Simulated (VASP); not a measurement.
# Sb (P6/mmm) in VASP: further runs, part 2 of 2

VASP 6.6.1. Earlier steps stand in the parts before.

## Step 4: Single point, BLYP (volume scaled by 0.96)

INCAR reads:

```
SYSTEM = Sb
PREC = Accurate
ENCUT = 520
EDIFF = 1E-6
ISMEAR = -1
SIGMA = 0.1
LREAL = .False.
LASPH = .True.
NELM = 60
ALGO = Normal
ISIF = 2
LWAVE = .False.
LCHARG = .False.
GGA = B5
ALDAX = 1.0
AGGAX = 1.0
AGGAC = 1.0
ALDAC = 0.0
NBANDS = 14
```

KPOINTS reads:

```
Automatic mesh
0
Gamma
  7 7 11
  0 0 0
```

POSCAR reads:

```
Sb
1.0
    5.5575536538      0.0000000000      0.0000000000
   -2.7787768269      4.8129826471      0.0000000000
    0.0000000000      0.0000000000      3.2842609210
Sb
3
Direct
    0.0000000000      0.0000000000      1.0000000000
    0.3333333333      0.6666666667      0.5000000000
    0.6666666667      0.3333333333      0.5000000000
```

Potentials or basis: VASP PAW PBE potentials, release 64 (Sb).

Launch:

```bash
cat potpaw_PBE.64/Sb/POTCAR > POTCAR
mpirun -np 1 vasp_std > vasp.out
```

OUTCAR:

```text
SYSTEM = Sb
   PREC = Accurate
   ENCUT = 520
   EDIFF = 1E-6
   ISMEAR = -1
   LREAL = .False.
   LASPH = .True.
   NELM = 60
   ISIF = 2
   GGA = B5

 ion  position               nearest neighbor table
   1  0.000  0.000  0.000-   2 3.60   3 3.60   2 3.60   3 3.60   3 3.60   3 3.60   2 3.60   2 3.60
                             3 3.60   3 3.60   2 3.60   2 3.60
   2  0.333  0.667  0.500-   3 3.21   3 3.21   3 3.21   1 3.60   1 3.60   1 3.60   1 3.60   1 3.60
                             1 3.60
   3  0.667  0.333  0.500-   2 3.21   2 3.21   2 3.21   1 3.60   1 3.60   1 3.60   1 3.60   1 3.60
                             1 3.60

  LATTYP: Found a hexagonal cell.
[... 606 lines left out ...]
  --------------------------------------------------------------------------------------
  -------------------------------------------------------------------------------------
  Total        0.9859662      0.9859662      1.2813831      0.0000000     -0.0000000      0.0000000
  in kB       17.9819589     17.9819589     23.3697451      0.0000000     -0.0000000      0.0000000
  external PRESSURE =      19.7778876 kB  Pullay stress =       0.0000000 kB

 VOLUME and BASIS-vectors are now :
 -----------------------------------------------------------------------------
  energy-cutoff  :      520.00
  volume of cell :       87.85
      direct lattice vectors                 reciprocal lattice vectors
     5.557553654  0.000000000  0.000000000     0.179935285  0.103885685  0.000000000
    -2.778776827  4.812982647  0.000000000     0.000000000  0.207771370  0.000000000
     0.000000000  0.000000000  3.284260921     0.000000000  0.000000000  0.304482507

 POSITION                                       TOTAL-FORCE (eV/Angst)
 -----------------------------------------------------------------------------------
      0.00000      0.00000      0.00000         0.000000      0.000000     -0.000000
     -0.00000      3.20866      1.64213        -0.000000     -0.000000     -0.000000
      2.77878      1.60433      1.64213         0.000000      0.000000      0.000000
 -----------------------------------------------------------------------------------
    total drift:                               -0.000000      0.000000     -0.000000

  FREE ENERGIE OF THE ION-ELECTRON SYSTEM (eV)
  ---------------------------------------------------
  free  energy   TOTEN  =        -9.0446705361 eV

  energy  without entropy=       -8.9629538559  energy(sigma->0) =       -9.00381220
```

OSZICAR:

```text
N       E                     dE             d eps       ncg     rms          rms(c)
DAV:   1     0.589459061224E+02    0.58946E+02   -0.47615E+03  1344   0.801E+02
DAV:   2    -0.568714875649E+01   -0.64633E+02   -0.60382E+02  1738   0.135E+02
DAV:   3    -0.900624990229E+01   -0.33191E+01   -0.32234E+01  1628   0.333E+01
DAV:   4    -0.903695298257E+01   -0.30703E-01   -0.30667E-01  1590   0.390E+00
DAV:   5    -0.903729218111E+01   -0.33920E-03   -0.33920E-03  1692   0.467E-01    0.242E+00
DAV:   6    -0.904077634867E+01   -0.34842E-02   -0.31251E-03  1602   0.353E-01    0.141E+00
DAV:   7    -0.904438848084E+01   -0.36121E-02   -0.71346E-03  1530   0.537E-01    0.658E-02
DAV:   8    -0.904466427533E+01   -0.27579E-03   -0.35271E-04  1740   0.130E-01    0.176E-02
DAV:   9    -0.904467056393E+01   -0.62886E-05   -0.82563E-06  1596   0.201E-02    0.508E-03
DAV:  10    -0.904467053605E+01    0.27874E-07   -0.70782E-07  1266   0.547E-03
   1 F= -.90446705E+01 E0= -.90038122E+01  d E =-.817167E-01
```

stdout:

```text
POSCAR found type information on POSCAR Sb
 POSCAR found :  1 types and       3 ions
 scaLAPACK will be used
 -----------------------------------------------------------------------------
|                                                                             |
|                                                                             |
|     You enforced a specific xc type in the INCAR file but a different       |
|     I HOPE YOU KNOW WHAT YOU ARE DOING!                                     |
|                                                                             |
 -----------------------------------------------------------------------------

 LDA part: xc-table for (Slater(with rela. corr.)+VWN5), standard interpolation
 POSCAR, INCAR and KPOINTS ok, starting setup
 FFT: planning ... GRIDC
 FFT: planning ... GRID_SOFT
 FFT: planning ... GRID
 WAVECAR not read
 entering main loop
```

It took 39 s on 1 thread of AMD EPYC 7R13 (Zen 3), shared host; peak memory 0.18 GiB.

What came out:

```
Free energy : -9.0447 eV
Pressure    : 2.0 GPa
```

Levels at points of the mesh, in eV from the Fermi level:
```
           k point  band 4  band 5  band 6  band 7  band 8  band 9  band 10  band 11  band 12  band 13
(0.00, 0.00, 0.00)   -3.56   -3.56   -3.29   -3.29    1.61    4.52     4.52     5.03     5.04     5.86
```

Caveat: the cell differs from its parent crystal (volume scaled by 0.96); the PAW data sets were made with another functional, which shifts forces and pressure a little; spin-orbit coupling is left out, which moves the levels of the heavy elements.

## Step 5: Single point, BLYP

This run uses another cell than the first one, of 30.50 Å³/atom, 1.136 times its volume.

INCAR reads:

```
AGGAC    = 1.0          
AGGAX    = 1.0          
ALDAC    = 0.0          
ALDAX    = 1.0          
ALGO     = Normal         # electronic algorithm
EDIFF    = 1E-7           # SCF threshold, eV
ENCUT    = 520            # plane-wave cutoff, eV
GGA      = B5             # functional
ISIF     = 2              # what is computed and relaxed
ISMEAR   = -1             # smearing method
LASPH    = True           # aspherical terms in the spheres
LCHARG   = True           # write CHGCAR
LELF     = True           # ELF
LREAL    = False          # projectors in reciprocal space
LVHAR    = True         
LWAVE    = False          # write WAVECAR
NBANDS   = 14             # bands
NELM     = 60             # most SCF steps
PREC     = Accurate       # precision mode
SIGMA    = 0.1            # smearing width, eV
```

KPOINTS reads:

```
k-points
0
Gamma
  7 7 10
```

POSCAR reads:

```
Sb
1.0
    5.6336939872      0.0000000000      0.0000000000
   -2.8168469936      4.8789221101      0.0000000000
    0.0000000000      0.0000000000      3.3292563880
Sb
3
Direct
    0.0000000000      0.0000000000      1.0000000000
    0.3333333333      0.6666666667      0.5000000000
    0.6666666667      0.3333333333      0.5000000000
```

Launch:

```bash
cat potpaw_PBE.64/Sb/POTCAR > POTCAR
mpirun -np 1 vasp_std > vasp.out
```

Wall time 69 s (1 thread of AMD EPYC 7R13 (Zen 3), shared host); peak memory 0.19 GiB.

The run converged. Its results:

- Free energy: -9.0765 eV
- Pressure: 0.1 GPa

Levels at points of the mesh, in eV from the Fermi level:
| k point | band 5 | band 6 | band 7 | band 8 | band 9 | band 10 | band 11 | band 12 |
| --- | --- | --- | --- | --- | --- | --- | --- | --- |
| (0.00, 0.00, 0.00) | -3.35 | -3.09 | -3.09 | 1.59 | 4.29 | 4.29 | 4.79 | 4.79 |
| (0.00, 0.00, 0.50) | -2.58 | -1.87 | -1.80 | -1.80 | -0.35 | -0.35 | 0.76 | 0.76 |

Caveat: the PAW data sets were made with another functional, which shifts forces and pressure a little; spin-orbit coupling is left out, which moves the levels of the heavy elements.

## Step 6: Overview

| cell | k mesh | gap on the mesh (eV) | pressure (GPa) |
| --- | --- | --- | --- |
| a = 5.399, b = 5.399, c = 3.190 Å, angles 90.0, 90.0, 120.0°, 3 atoms | 7 × 7 × 11 | none | 7.5 |
| a = 5.479, b = 5.479, c = 3.238 Å, angles 90.0, 90.0, 120.0°, 3 atoms | 7 × 7 × 11 | none | 4.4 |
| a = 5.558, b = 5.558, c = 3.284 Å, angles 90.0, 90.0, 120.0°, 3 atoms | 7 × 7 × 11 | none | 2.0 |
| a = 5.634, b = 5.634, c = 3.329 Å, angles 90.0, 90.0, 120.0°, 3 atoms | 7 × 7 × 10 | none | 0.1 |

Alike in all rows: task single point; level BLYP; potentials or basis VASP PAW PBE potentials, release 64 (Sb); no spin polarisation; cutoff (eV) 520; smearing fermi-dirac 0.1 eV.

Caveats: the PAW data sets were made with another functional, which shifts forces and pressure a little; spin-orbit coupling is left out, which moves the levels of the heavy elements.

Total energies depend on the potentials used, so only differences within one code and one set of settings carry meaning.
